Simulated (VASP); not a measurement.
Write the native input for VASP 6.6.1 that does the following.

```
Task                   : single point
Functional             : PBE
Potentials or basis    : VASP PAW PBE potentials, release 64 (Zn)
Cutoff                 : 520 eV
k mesh                 : 24 × 24 × 10
Occupations            : gaussian, width 0.15 eV
Spin                   : no spin polarisation
Dipole correction      : no
Further INCAR settings : ALGO = Fast; EDIFF = 1e-06; NBANDS = 19
```

The structure of Zn lies in POSCAR:

```
Zn
1.0
    2.7447419948      0.0000000000      0.0000000000
   -1.3723709974      2.3770162943      0.0000000000
    0.0000000000      0.0000000000      4.8724995000
Zn
2
Direct
    0.3333333333      0.6666666667      0.2500000000
    0.6666666667      0.3333333333      0.7500000000
```

This cell differs from its parent crystal: strain +0.030 along x and y, -0.015 along z.

The input as run:

INCAR

```
SYSTEM = Zn
ALGO = Fast
EDIFF = 1E-6
ENCUT = 520
GGA = PE
ISIF = 2
ISMEAR = 0
LASPH = .TRUE.
LCHARG = .FALSE.
LREAL = .FALSE.
LWAVE = .FALSE.
NBANDS = 19
NELM = 80
PREC = Accurate
SIGMA = 0.15
```

KPOINTS

```
k-points
0
G
  24 24 10
  0 0 0
```

Potentials or basis: VASP PAW PBE potentials, release 64 (Zn).

Command:

```bash
$ cat potpaw_PBE.64/Zn/POTCAR > POTCAR
$ mpirun -np 1 vasp_std > vasp.out
```

Results of the run:

- Pressure: -3.5 GPa
- Band gap on the k mesh: zero (bands 12 and 13 overlap by 4.11 eV)

Caveat: the cell differs from its parent crystal (strain +0.030 along x and y, -0.015 along z); the cell stands under tension.

Wall time 120 s on 1 thread of AMD EPYC 7R13 Processor (Zen 3) (shared host), peak memory 0.25 GiB.
